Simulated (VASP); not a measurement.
# BN (P6_3/mmc) in VASP: further runs, part 2 of 2

VASP 6.6.1.

## Step 4: Single point, r2SCAN+D4

This run uses another cell than the first one, of 8.92 Å³/atom.

POSCAR

```
BN
1.0
    2.4988092604      0.0000000000      0.0000000000
   -1.2494046302      2.1640322987      0.0000000000
    0.0000000000      0.0000000000      6.6003178038
B N
2 2
Direct
    0.3333333333      0.6666666667      0.2500000000
    0.6666666667      0.3333333333      0.7500000000
    0.3333333333      0.6666666667      0.7500000000
    0.6666666667      0.3333333333      0.2500000000
```

INCAR.step1

```
PREC = Accurate
ENCUT = 520
ISMEAR = 1
SIGMA = 0.05
LREAL = F
LASPH = T
NELM = 80
NBANDS = 16
GGA = PE
ALGO = Normal
EDIFF = 1E-4
LWAVE = T
LCHARG = F
```

INCAR.step2

```
PREC = Accurate
ENCUT = 520
EDIFF = 1E-6
ISMEAR = 1
SIGMA = 0.05
LREAL = F
LASPH = T
NELM = 80
ALGO = Normal
ISIF = 2
LWAVE = F
LCHARG = T
METAGGA = R2SCAN
LMIXTAU = T
IVDW = 13
VDW_S6 = 1.0
VDW_S8 = 0.6018749
VDW_A1 = 0.51559235
VDW_A2 = 5.77342911
LELF = T
LVHAR = T
NBANDS = 16
ISTART = 1
```

KPOINTS

```
regular mesh
0
Gamma
  12 12 4
```

Potentials or basis: VASP PAW PBE potentials, release 64 (B, N).

Command:

```sh
$ cat potpaw_PBE.64/B/POTCAR potpaw_PBE.64/N/POTCAR > POTCAR
$ cp INCAR.step1 INCAR
$ mpirun -np 1 vasp_std > vasp.out
$ cp INCAR.step2 INCAR
$ mpirun -np 1 vasp_std > vasp.out
```

OUTCAR:

```text
PREC = Accurate
   ENCUT = 520
   EDIFF = 1E-6
   ISMEAR = 1
   LREAL = F
   LASPH = T
   NELM = 80
   ISIF = 2
   METAGGA = R2SCAN
   IVDW = 13
   ISTART = 1

 ion  position               nearest neighbor table
   1  0.333  0.667  0.250-   4 1.44   4 1.44   4 1.44
   2  0.667  0.333  0.750-   3 1.44   3 1.44   3 1.44
   3  0.333  0.667  0.750-   2 1.44   2 1.44   2 1.44
   4  0.667  0.333  0.250-   1 1.44   1 1.44   1 1.44

  LATTYP: Found a hexagonal cell.
 ALAT       =     2.4988092604
 C/A-ratio  =     2.6413852023

  Lattice vectors:

 A1 = (   2.4988092604,   0.0000000000,   0.0000000000)
 A2 = (  -1.2494046302,   2.1640322987,   0.0000000000)
 A3 = (   0.0000000000,   0.0000000000,   6.6003178038)

Analysis of symmetry for initial positions (statically):
=====================================================================
 Subroutine PRICEL returns:
 Original cell was already a primitive cell.

 Routine SETGRP: Setting up the symmetry group for a
 hexagonal supercell.

 Subroutine GETGRP returns: Found 24 space group operations
 (whereof 12 operations were pure point group operations)
 out of a pool of 24 trial point group operations.

The static configuration has the point symmetry D_3d.
 The point group associated with its full space group is D_6h.

Analysis of symmetry for dynamics (positions and initial velocities):
=====================================================================
 Subroutine PRICEL returns:
 Original cell was already a primitive cell.

 Routine SETGRP: Setting up the symmetry group for a
 hexagonal supercell.

[... 123 lines left out ...]
   EFERMI =   0.00;   METHOD = LEGACY
   ISMEAR =     1;   SIGMA  =   0.05  broadening in eV -4-tet -1-fermi 0-gaus
   EFERMI_NEDOS =   21; number of points for ismear=-14 and -15
   IALGO  =     38    algorithm
   IMIX   =      4    mixing-type and parameters
     AMIX     =   0.40;   BMIX     =  1.00
     AMIX_MAG =   1.60;   BMIX_MAG =  1.00
  volume/ion in A,a.u.               =       8.92        60.21
  Fermi-wavevector in a.u.,A,eV,Ry     =   1.252932  2.367699 21.358960  1.569839
  Thomas-Fermi vector in A             =   2.386809
   LORBIT       =      0    0 simple, 1 ext, 2 COOP (PROOUT), +10 PAW based schemes
   METAGGA = R2SCAN    functional components
   LHFCALC =     F    Hartree Fock is set to
   AEXX    =    0.0000 exact exchange contribution
   IVDW    =    13    specifies the selected vdW correction
   LEPSILON=     F    determine dielectric tensor
   LRPA    =     F    only Hartree local field effects (RPA)
 non-spin polarized calculation
 Methfessel and Paxton  Order N= 1 SIGMA  =   0.05
  energy-cutoff  :      520.00
  volume of cell :       35.69
 maximum number of plane-waves:       985
 NGX is ok and might be reduce to    20
   NGX =  9   NGY =  9   NGZ = 25

 number of electron      15.9999997 magnetization

 Free energy of the ion-electron system (eV)
  ---------------------------------------------------
  ext. energy  EPLUGINS =         0.00000000
  ---------------------------------------------------
  free energy    TOTEN  =       -38.59041419 eV

  energy without entropy =      -38.59054468  energy(sigma->0) =      -38.59045768

 E-fermi :   2.1285     XC(G=0): -10.7931

 val. band max:        2.0897374878   @ k =   0.3333   0.2500   0.0000
 cond. band min:       6.9661989037   @ k =   0.5000  -0.0000   0.0000
 fundamental gap:      4.8764614159
 Fermi energy:         2.1284602284

 k-point     1 :       0.0000    0.0000    0.0000
  band No.  band energies     occupation
      1     -16.7479      2.00000
      2     -16.4439      2.00000
      3      -4.3422      2.00000
      4      -2.0937      2.00000
      5       0.7425      2.00000
      6       0.7425      2.00000
[... 433 lines left out ...]
      3      -5.1028      2.00000
      4      -5.0401      2.00000
      5      -1.6175      2.00000
      6      -1.5696      2.00000
[... 8 lines left out ...]
     15      20.0200      0.00000
     16      21.9284      0.00000

 [... further k-points ...]

------------------------ aborting loop because EDIFF is reached ----------------------------------------

  DFT-D4 for vdW energy calculation

  Edisp (eV):   -0.27769

  FORCE on cell =-STRESS in cart. coord.  units (eV):
  Direction    XX          YY          ZZ          XY          YZ          ZX
  --------------------------------------------------------------------------------------
  -------------------------------------------------------------------------------------
  Total       0.16585     0.16585    -0.06561    -0.00000    -0.00000     0.00000
  in kB       7.44479     7.44479    -2.94523    -0.00000    -0.00000     0.00000
  external pressure =        3.98 kB  Pullay stress =        0.00 kB

 VOLUME and BASIS-vectors are now :
 -----------------------------------------------------------------------------
  energy-cutoff  :      520.00
  volume of cell :       35.69
      direct lattice vectors                 reciprocal lattice vectors
     2.498809260  0.000000000  0.000000000     0.400190609  0.231050156  0.000000000
    -1.249404630  2.164032299  0.000000000     0.000000000  0.462100312  0.000000000
     0.000000000  0.000000000  6.600317804     0.000000000  0.000000000  0.151507856

 POSITION                                       TOTAL-FORCE (eV/Angst)
 -----------------------------------------------------------------------------------
     -0.00000      1.44269      1.65008        -0.000000      0.000000      0.000000
      1.24940      0.72134      4.95024         0.000000     -0.000000      0.000000
     -0.00000      1.44269      4.95024         0.000000     -0.000000      0.000000
      1.24940      0.72134      1.65008        -0.000000      0.000000      0.000000
 -----------------------------------------------------------------------------------
    total drift:                               -0.000000      0.000000      0.000000

  FREE ENERGIE OF THE ION-ELECTRON SYSTEM (eV)
  ---------------------------------------------------
  free  energy   TOTEN  =       -38.8681046455 eV

  energy  without entropy=      -38.8682351328  energy(sigma->0) =      -38.86814814
```

Run time: 3 min. Hardware: 1 thread of Intel Xeon 8259CL, shared host; peak memory 0.17 GiB.

Results:

```yaml
Free_energy: -38.8681 eV
Pressure: 0.4 GPa
Band_gap_on_the_k_mesh: 4.88 eV (least direct gap 5.30 eV)
Dispersion_energy_per_atom: -0.069 eV
```

Levels at points of the mesh, in eV from the valence-band top:
```csv
k point,band 5,band 6,band 7,band 8,band 9,band 10,band 11,band 12
"(0.00, 0.00, 0.00)",-1.35,-1.35,-1.31,-1.31,5.68,11.19,12.35,12.35
"(0.50, 0.00, 0.00)",-4.30,-4.23,-1.47,-0.42,4.88,6.38,10.28,10.73
"(0.00, 0.00, 0.50)",-1.33,-1.33,-1.33,-1.33,8.22,8.22,12.41,12.41
"(0.50, 0.00, 0.50)",-4.27,-4.27,-0.92,-0.92,5.36,5.36,10.71,10.71
```

Caveat: the PAW data sets were made with another functional, which shifts forces and pressure a little. r2SCAN opens gaps a little over a GGA but as a rule still falls short of measured ones.

## Step 5: Single point, r2SCAN

This run uses another cell than the first one, of 9.31 Å³/atom.

POSCAR

```
BN
1.0
    2.5009394371      0.0000000000      0.0000000000
   -1.2504697185      2.1658770859      0.0000000000
    0.0000000000      0.0000000000      6.8721155681
B N
2 2
Direct
    0.3333333333      0.6666666667      0.2500000000
    0.6666666667      0.3333333333      0.7500000000
    0.3333333333      0.6666666667      0.7500000000
    0.6666666667      0.3333333333      0.2500000000
```

INCAR.step1

```
SYSTEM = BN
  ALGO = Normal
  EDIFF = 1E-4
  ENCUT = 520
  GGA = PE
  ISMEAR = 1
  LASPH = .True.
  LCHARG = .False.
  LREAL = .False.
  LWAVE = .True.
  NBANDS = 16
  NELM = 100
  PREC = Accurate
  SIGMA = 0.05
```

INCAR.step2

```
SYSTEM = BN
  ALGO = Normal
  EDIFF = 1E-7
  ENCUT = 520
  ISIF = 2
  ISMEAR = 1
  ISTART = 1
  LASPH = .True.
  LCHARG = .False.
  LMIXTAU = .True.
  LREAL = .False.
  LWAVE = .False.
  METAGGA = R2SCAN
  NBANDS = 16
  NELM = 100
  PREC = Accurate
  SIGMA = 0.05
```

KPOINTS

```
k-points
0
Gamma
  12 12 4
  0 0 0
```

Command:

```sh
$ cat potpaw_PBE.64/B/POTCAR potpaw_PBE.64/N/POTCAR > POTCAR
$ cp INCAR.step1 INCAR
$ mpirun -np 1 vasp_std > vasp.out
$ cp INCAR.step2 INCAR
$ mpirun -np 1 vasp_std > vasp.out
```

Wall time 3.6 min (1 thread of Intel Xeon 8259CL, shared host); peak memory 0.17 GiB.

It converged, with:

```yaml
Free_energy: -38.5960 eV
Pressure: 0.4 GPa
Band_gap_on_the_k_mesh: 4.93 eV (least direct gap 5.37 eV)
```

Stress tensor (GPa, compression positive):
```
 0.69  0.00  0.00
 0.00  0.69  0.00
 0.00  0.00 -0.23
```

Levels at points of the mesh, in eV from the valence-band top:
```tsv
k point	band 5	band 6	band 7	band 8	band 9	band 10	band 11	band 12
(0.00, 0.00, 0.00)	-1.35	-1.35	-1.32	-1.32	5.40	10.61	12.34	12.34
(0.50, 0.00, 0.00)	-4.29	-4.24	-1.35	-0.51	4.93	6.19	10.21	10.73
(0.00, 0.00, 0.50)	-1.34	-1.34	-1.34	-1.34	7.70	7.70	12.39	12.39
(0.50, 0.00, 0.50)	-4.27	-4.27	-0.92	-0.92	5.36	5.36	10.65	10.65
```

Caveat: the PAW data sets were made with another functional, which shifts forces and pressure a little.

## Step 6: Relaxation of cell and atoms, PBE

This run uses another cell than the first one, of 8.97 Å³/atom.

INCAR

```
PREC = Accurate ; ENCUT = 600
EDIFF = 1E-6 ; ISMEAR = 1
SIGMA = 0.05 ; LREAL = F
LASPH = T ; NELM = 80
ALGO = Normal ; ISIF = 3
LWAVE = F ; LCHARG = F
GGA = PE ; IBRION = 2
NSW = 60 ; EDIFFG = -0.005
```

KPOINTS

```
regular mesh
0
Gamma
  12 12 4
```

POSCAR

```
BN
1.0
    2.4982400000      0.0000000000      0.0000000000
   -1.2491200000      2.1635390000      0.0000000000
    0.0000000000      0.0000000000      6.6357000000
B N
2 2
Direct
    0.3333333333      0.6666666667      0.2500000000
    0.6666666667      0.3333333333      0.7500000000
    0.3333333333      0.6666666667      0.7500000000
    0.6666666667      0.3333333333      0.2500000000
```

Potentials or basis: VASP PAW PBE potentials, release 64 (B, N).

Command:

```sh
$ cat potpaw_PBE.64/B/POTCAR potpaw_PBE.64/N/POTCAR > POTCAR
$ mpirun -np 1 vasp_std > vasp.out
```

Run time: 4.3 min. Hardware: 1 thread of Intel Xeon 8259CL, shared host; peak memory 0.17 GiB.

It converged, with:

- Free energy: -35.1997 eV
- Relaxed volume: 10.44 Å³/atom
- Relaxed cell: a = 2.512 Å, b = 2.512 Å, c = 7.638 Å, α = 90.00°, β = 90.00°, γ = 120.00°
- Space group after relaxing (to 0.1 Å): P6_3/mmc (No. 194)
- Energy gained by relaxing: 11.6 meV/atom
- Ionic steps: 10
- Pressure after relaxing: 0.0 GPa
- Band gap on the k mesh: 4.47 eV (least direct gap 4.65 eV)

Step by step:
| step | energy change (eV) | largest force (eV/Å) | pressure (GPa) | volume (Å³) |
| --- | --- | --- | --- | --- |
| 1 | 0.0000 | 0.0000 | 4.99 | 35.87 |
| 2 | 0.0154 | 0.0000 | -6.41 | 37.33 |
| 3 | -0.0092 | 0.0000 | 0.44 | 36.42 |
| 4 | -0.0131 | 0.0000 | 0.40 | 36.66 |
| 5 | -0.0231 | 0.0000 | 0.34 | 37.41 |
| 6 | -0.0368 | 0.0000 | 0.28 | 38.89 |
| 7 | -0.0463 | 0.0000 | 0.25 | 41.86 |
| 8 | -0.0463 | 0.0000 | 0.26 | 41.70 |
| 9 | -0.0406 | 0.0000 | -2.96 | 42.33 |
| 10 | -0.0464 | 0.0000 | 0.00 | 41.75 |

Final structure:
```yaml
crystal:
  lattice:
    - [2.51229, 0.00000, 0.00000]
    - [-1.25614, 2.17570, 0.00000]
    - [0.00000, 0.00000, 7.63820]
  atoms:
    - { symbol: B, position: [0.33333, 0.66667, 0.25000] }
    - { symbol: B, position: [0.66667, 0.33333, 0.75000] }
    - { symbol: N, position: [0.33333, 0.66667, 0.75000] }
    - { symbol: N, position: [0.66667, 0.33333, 0.25000] }
```

Levels at points of the mesh, in eV from the valence-band top:
```tsv
k point	band 4	band 5	band 6	band 7	band 8	band 9	band 10	band 11	band 12
(0.00, 0.00, 0.00)	-4.66	-1.35	-1.35	-1.34	-1.34	4.62	8.68	11.50	11.50
(0.50, 0.00, 0.00)	-8.84	-4.12	-4.11	-1.12	-0.68	4.47	5.17	9.40	9.88
(0.00, 0.00, 0.50)	-5.21	-1.34	-1.34	-1.34	-1.34	6.27	6.27	11.52	11.52
(0.50, 0.00, 0.50)	-8.85	-4.11	-4.11	-0.90	-0.90	4.75	4.75	9.73	9.73
```

Caveat: the volume moved by over 15 % at a fixed basis, so the end points are rough; this functional lacks dispersion, which binds the layers, so the pressure and a relaxed spacing across them are unreliable.

## Step 7: Summary

```csv
task,level,cell,cutoff (eV),gap on the mesh (eV),pressure (GPa)
single point,PBEsol,"a = 2.504, b = 2.504, c = 7.039 Å, angles 90.0, 90.0, 120.0°, 4 atoms",520,4.26,0.3
single point,PBE,"a = 2.512, b = 2.512, c = 8.395 Å, angles 90.0, 90.0, 120.0°, 4 atoms",520,4.38,0.0
single point,r2SCAN+D4,"a = 2.499, b = 2.499, c = 6.600 Å, angles 90.0, 90.0, 120.0°, 4 atoms",520,4.88,0.4
single point,r2SCAN,"a = 2.501, b = 2.501, c = 6.872 Å, angles 90.0, 90.0, 120.0°, 4 atoms",520,4.93,0.4
relaxation of cell and atoms,PBE,"relaxed from a = 2.498, b = 2.498, c = 6.636 Å, angles 90.0, 90.0, 120.0°, 4 atoms",600,4.47,0.0
```

Alike in all rows: potentials or basis VASP PAW PBE potentials, release 64 (B, N); no spin polarisation; k mesh 12 × 12 × 4; smearing methfessel-paxton 0.05 eV.

Caveats: the PAW data sets were made with another functional, which shifts forces and pressure a little (at least some runs); this functional lacks dispersion, which binds the layers, so the pressure and a relaxed spacing across them are unreliable (at least some runs); the volume moved by over 15 % at a fixed basis, so the end points are rough (at least some runs).

Absolute energies hang on the potentials; compare differences alone.
